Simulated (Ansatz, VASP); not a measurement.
## Rh in VASP and in Ansatz

Contents of INCAR:

```
ALGO = Normal
EDIFF = 1E-6
ENCUT = 520
GGA = PS
ISIF = 2
ISMEAR = 1
LASPH = True
LCHARG = True
LELF = True
LREAL = False
LVHAR = True
LWAVE = False
NBANDS = 14
NELM = 60
PREC = Accurate
SIGMA = 0.1
```

Contents of KPOINTS:

```
k-points
0
Gamma
  36 36 36
```

The input POSCAR:

```
Rh
1.0
    0.0000000000      1.8897530670      1.8897530670
    1.8897530670      0.0000000000      1.8897530670
    1.8897530670      1.8897530670      0.0000000000
Rh
1
Direct
    0.0000000000      0.0000000000      0.0000000000
```

Input for Ansatz:

```yaml
crystal:
  lattice:
    - [0.0, 1.889753067, 1.889753067]
    - [1.889753067, 0.0, 1.889753067]
    - [1.889753067, 1.889753067, 0.0]
  atoms:
    - { symbol: Rh, position: [0.0, 0.0, 0.0] }
kpoints:
  mp_grid: { grid: [36, 36, 36] }
scf:
  occupations: { method: cold, width: 0.1 }
hamiltonian:
  xc: pbesol
  pseudopotentials: { kind: paw }
output:
  forces: true
  stress: true
  populations: false
```

Alike in both runs: task single point; functional PBEsol; k mesh 36 × 36 × 36; no spin polarisation.

|  | VASP | Ansatz |
| --- | --- | --- |
| version | VASP 6.6.1 | Ansatz 0.2.0 |
| potentials or method | VASP PAW PBE potentials, release 64 (Rh_pv) | plane-wave PAW, scalar-relativistic |
| plane-wave cutoff (eV) | 520 | 420 |
| occupations | methfessel-paxton of order 1, width 0.1 eV | cold, width 0.1 eV |
| valence electrons in the cell | 15 | 17 |

Ansatz gave:

| Quantity | Value |
| --- | --- |
| pressure (GPa) | 0.0 |

Task: Estimate VASP's values.

Result: Pressure (GPa): -0.1.

VASP's potentials were made for PBE, not for PBEsol. VASP's potentials hold 15 valence electrons a cell and Ansatz's 17, so a difference there can come from the potentials and not from the codes.
